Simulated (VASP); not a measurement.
Here is a VASP 6.6.1 calculation.

File INCAR:

```
ALGO     = Normal         # electronic algorithm
EDIFF    = 1E-6           # SCF threshold, eV
ENCUT    = 520            # plane-wave cutoff, eV
GGA      = PE             # functional
ISIF     = 2              # what is computed and relaxed
ISMEAR   = -1             # smearing method
LASPH    = T              # aspherical terms in the spheres
LCHARG   = T              # write CHGCAR
LELF     = T              # ELF
LREAL    = F              # projectors in reciprocal space
LVHAR    = T            
LWAVE    = F              # write WAVECAR
NBANDS   = 14             # bands
NELM     = 60             # most SCF steps
PREC     = Accurate       # precision mode
SIGMA    = 0.05           # smearing width, eV
```

File KPOINTS:

```
k-points
0
Gamma
  10 10 10
```

Contents of POSCAR:

```
NaI
1.0
    0.0000000000      3.5813786338      3.5813786338
    3.5813786338      0.0000000000      3.5813786338
    3.5813786338      3.5813786338      0.0000000000
Na I
1 1
Direct
    0.0000000000      0.0000000000      0.0000000000
    0.2500000000      0.2500000000      0.2500000000
```

Potentials or basis: VASP PAW PBE potentials, release 64 (Na_pv, I).

Launch:

```bash
$ cat potpaw_PBE.64/Na_pv/POTCAR potpaw_PBE.64/I/POTCAR > POTCAR
$ mpirun -np 1 vasp_std > vasp.out
```

Task: Predict the band gap on the k mesh.

Result: 3.77 eV, direct.

Task: Estimate the pressure.

Result: 0.0 GPa.

Caveat: spin-orbit coupling is left out, which moves the levels of the heavy elements. A k mesh can miss the band edges.
